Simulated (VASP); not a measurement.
A run of VASP 6.6.1 is set up as follows.

File INCAR:

```
PREC = Accurate
ENCUT = 520
EDIFF = 1E-7
ISMEAR = 0
SIGMA = 0.1
LREAL = F
LASPH = T
NELM = 60
ALGO = Fast
ISIF = 2
LWAVE = F
LCHARG = F
GGA = PE
NBANDS = 62
```

KPOINTS

```
Automatic mesh
0
Gamma
  8 8 8
```

POSCAR

```
Ga
1.0
   -3.5526236200      3.5526236200      3.5526236200
    3.5526236200     -3.5526236200      3.5526236200
    3.5526236200      3.5526236200     -3.5526236200
Ga
8
Direct
    0.2484183037      0.2484183037      0.2484183037
    0.5000000000      0.0000000000      0.2515816963
    0.2515816963      0.5000000000      0.0000000000
    0.0000000000      0.2515816963      0.5000000000
    0.7515816963      0.7515816963      0.7515816963
    0.5000000000      0.0000000000      0.7484183037
    0.7484183037      0.5000000000      0.0000000000
    0.0000000000      0.7484183037      0.5000000000
```

Potentials or basis: VASP PAW PBE potentials, release 64 (Ga_d).

Command:

```bash
$ cat potpaw_PBE.64/Ga_d/POTCAR > POTCAR
$ mpirun -np 1 vasp_std > vasp.out
```

Question: Predict the pressure.

Answer: 0.1 GPa.

Question: Estimate the band gap on the k mesh.

Answer: Zero (bands 52 and 53 overlap by 2.34 eV).

Question: What does it give for the largest force?

Answer: 0.003 eV/Å.

Forces in eV/Å, atoms in the order of the input:
```
Ga   0.002  0.002  0.002
Ga  -0.002 -0.002  0.002
Ga   0.002 -0.002 -0.002
Ga  -0.002  0.002 -0.002
Ga  -0.002 -0.002 -0.002
Ga   0.002  0.002 -0.002
Ga  -0.002  0.002  0.002
Ga   0.002 -0.002  0.002
```
